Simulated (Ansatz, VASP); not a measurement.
**Two plane-wave programs on SiNi2**

```
Si Ni
1.0
     3.86955    0.00000    0.00000
    -1.93477    3.35112    0.00000
     0.00000    0.00000    4.92681
Si Ni
2 4
Direct
  0.33333 0.66667 0.78397
  0.66667 0.33333 0.21603
  0.00000 0.00000 0.00000
  0.00000 0.00000 0.50000
  0.33333 0.66667 0.28806
  0.66667 0.33333 0.71194
```

Change from the starting cell: mode 4 (121.0 1/cm) frozen in, largest displacement +0.188 Å.

Alike in both runs: task single point; functional r2SCAN; k mesh 12 × 12 × 10; occupations gaussian, width 0.15 eV; no spin polarisation.

|  | VASP | Ansatz |
| --- | --- | --- |
| version | VASP 6.6.1 | Ansatz 0.2.0 |
| potentials or method | VASP PAW PBE potentials, release 64 (Si, Ni), cutoff 520 eV | scalar-relativistic, plane waves, PAW |
| valence electrons in the cell | 48 | 80 |

```tsv
	VASP	Ansatz	Ansatz less VASP
gap on the k mesh at the Fermi level (eV)	none	none	-
pressure (GPa)	-0.3	-0.6	-0.29
traceless stress, the component that is largest in VASP (GPa)	-0.96	-0.94	+0.023
rms of the force components (eV/Å)	0.202	0.206	+0.0041
```

VASP's potentials were made for PBE, not for r2SCAN. Atom by atom the forces differ by 0.005 eV/Å (rms over components). A gap of «none» marks a metal or a gap that the smearing closes. The functional is the same, so the differences come from potentials, cutoffs and numerics. VASP's potentials hold 48 valence electrons a cell and Ansatz's 80, so a difference there can come from the potentials and not from the codes.
